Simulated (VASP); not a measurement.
Here is a VASP 6.6.1 calculation.

File INCAR:

```
SYSTEM = AlNi
PREC     = Accurate       ! precision mode
ENCUT    = 520            ! plane-wave cutoff, eV
EDIFF    = 1E-7           ! SCF threshold, eV
ISMEAR   = -1             ! smearing method
SIGMA    = 0.05           ! smearing width, eV
LREAL    = .False.        ! projectors in reciprocal space
LASPH    = .True.         ! aspherical terms in the spheres
NELM     = 60             ! most SCF steps
ALGO     = Normal         ! electronic algorithm
ISIF     = 2              ! what is computed and relaxed
LWAVE    = .False.        ! write WAVECAR
LCHARG   = .False.        ! write CHGCAR
GGA      = PE             ! functional
NBANDS   = 14             ! bands
```

File KPOINTS:

```
regular mesh
0
Gamma
  15 15 15
  0 0 0
```

File POSCAR:

```
AlNi
1.0
    0.0000000000      2.1578274769      2.1578274769
    2.1578274769      0.0000000000      2.1578274769
    2.1578274769      2.1578274769      0.0000000000
Ni Al
1 1
Direct
    0.0000000000      0.0000000000      0.0000000000
    0.5000000000      0.5000000000      0.5000000000
```

Potentials or basis: VASP PAW PBE potentials, release 64 (Ni, Al).

Launch:

```bash
$ cat potpaw_PBE.64/Ni/POTCAR potpaw_PBE.64/Al/POTCAR > POTCAR
$ mpirun -np 1 vasp_std > vasp.out
```

Question: Estimate the band gap on the k mesh.

Answer: Zero (an odd number of electrons rules out a gap without spin polarisation).

Question: Estimate the pressure.

Answer: 83.0 GPa.

Caveat: the cell stands under pressure. Spin polarisation is off, so any magnetic state and its effect on volume and gap are missing.
